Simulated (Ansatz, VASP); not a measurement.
# Ta in VASP and in Ansatz

File INCAR:

```
SYSTEM = Ta
PREC = Accurate ; ENCUT = 500
EDIFF = 1E-6 ; ISMEAR = -1
SIGMA = 0.05 ; LREAL = .FALSE.
LASPH = .TRUE. ; NELM = 200
ALGO = Normal ; ISIF = 2
LWAVE = .FALSE. ; LCHARG = .FALSE.
MAGMOM = 0 0 0 0 0 0 ; LORBIT = 11
LSORBIT = .TRUE. ; GGA_COMPAT = .FALSE.
LORBMOM = .TRUE. ; LMAXMIX = 4
GGA = PS ; NBANDS = 38
```

The input KPOINTS:

```
Automatic mesh
0
G
  8 8 4
  0 0 0
```

File POSCAR:

```
Ta
1.0
    2.9003720726      0.0000000000      0.0000000000
   -1.4501860363      2.5117958953      0.0000000000
    0.0000000000      0.0000000000      5.1662740000
Ta
2
Direct
    0.3333333333      0.6666666667      0.2500000000
    0.6666666667      0.3333333333      0.7500000000
```

The input input.yaml:

```yaml
crystal:
  lattice:
    - [2.9003720726, 0.0, 0.0]
    - [-1.4501860363, 2.5117958953, 0.0]
    - [0.0, 0.0, 5.166274]
  atoms:
    - { symbol: Ta, position: [0.3333333333, 0.6666666667, 0.25] }
    - { symbol: Ta, position: [0.6666666667, 0.3333333333, 0.75] }
hamiltonian:
  xc: pbesol
  pseudopotentials: { kind: paw_fr }
magnetization:
  noncollinear: true
  spin_orbit: true
kpoints:
  mp_grid: { grid: [8, 8, 4] }
  band_path:
    path:
      - [[0.0, 0.0, 0.0], [0.5, 0.0, 0.0], [0.3333333333, 0.3333333333, 0.0], [0.0, 0.0, 0.0], [0.0, 0.0, 0.5], [0.5, 0.0, 0.5], [0.3333333333, 0.3333333333, 0.5], [0.0, 0.0, 0.5]]
      - [[0.5, 0.0, 0.5], [0.5, 0.0, 0.0]]
      - [[0.3333333333, 0.3333333333, 0.0], [0.3333333333, 0.3333333333, 0.5]]
    npoints: 14
scf:
  occupations: { method: fermi_dirac, width: 0.05 }
  n_extra_bands: 6
output:
  forces: true
  stress: true
  eigenvalues: true
  fatbands: true
  write_density: true
  write_potential: true
  elf: true
  volumetric_format: npy
```

Alike in both runs: functional PBEsol; k mesh 8 × 8 × 4; occupations fermi-dirac, width 0.05 eV; non-collinear spin, spin-orbit coupling.

|  | VASP | Ansatz |
| --- | --- | --- |
| version | VASP 6.6.1 | Ansatz 0.2.0 |
| potentials or method | VASP PAW PBE potentials, release 64 (Ta_sv_GW) | Ansatz PAW |
| plane-wave cutoff (eV) | 500 | 420 |
| valence electrons in the cell | 26 | 26 |
| task | single point | band structure |

```csv
,VASP,Ansatz,Ansatz less VASP
pressure (GPa),-8.5,-7.3,+1.21
"traceless stress, the component that is largest in VASP (GPa)",-0.35,-0.43,-0.079
```

VASP's potentials were made for PBE, not for PBEsol.
